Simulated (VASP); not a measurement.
Here is a VASP 6.6.1 calculation.

INCAR

```
ALGO = Normal
DIPOL = 0.5 0.5 0.320
EDIFF = 1E-6
ENCUT = 520
GGA = PE
IDIPOL = 3
ISIF = 2
ISMEAR = 0
IVDW = 12
LASPH = True
LCHARG = False
LDIPOL = True
LREAL = False
LWAVE = False
NBANDS = 42
NELM = 60
PREC = Accurate
SIGMA = 0.05
```

Contents of KPOINTS:

```
k-points
0
Gamma
  7 5 1
```

The input POSCAR:

```
Ga3As3CO
1.0
    4.0137031111      0.0000000000      0.0000000000
    0.0000000000      5.6762333751      0.0000000000
    0.0000000000      0.0000000000     23.3352699083
Ga As O C
3 3 1 1
Direct
    0.5000000000      0.5000000000      0.1714143447
    0.0000000000      0.0653835255      0.2680035048
    0.5000000000      0.4894639609      0.3228546357
    0.0000000000      0.2500000000      0.1714143447
    0.5000000000      0.8102208698      0.2504948966
    0.0000000000      0.2887573198      0.3593388866
    0.1666666667      0.9554239865      0.4836142866
    0.1666666667      0.9554239865      0.5328959107
```

Potentials or basis: VASP PAW PBE potentials, release 64 (Ga_d, As, O, C).

Launch:

```bash
$ cat potpaw_PBE.64/Ga_d/POTCAR potpaw_PBE.64/As/POTCAR potpaw_PBE.64/O/POTCAR potpaw_PBE.64/C/POTCAR > POTCAR
$ mpirun -np 1 vasp_std > vasp.out
```

Task: Predict the largest force.

Result: 1.107 eV/Å.

Task: What does it give for the band gap on the k mesh?

Result: 0.40 eV (least direct gap 0.76 eV).

Forces in eV/Å, atoms in the order of the input:
```
Ga   0.000 -0.310  1.028
Ga  -0.001 -0.008  0.015
Ga   0.004  0.008  0.002
As   0.000  0.319 -1.060
As  -0.002  0.015 -0.011
As  -0.021  0.024  0.011
O    0.025 -0.059  0.735
C   -0.005  0.013 -0.719
```

Caveat: semilocal functionals underestimate gaps, and a narrow one can read as zero.
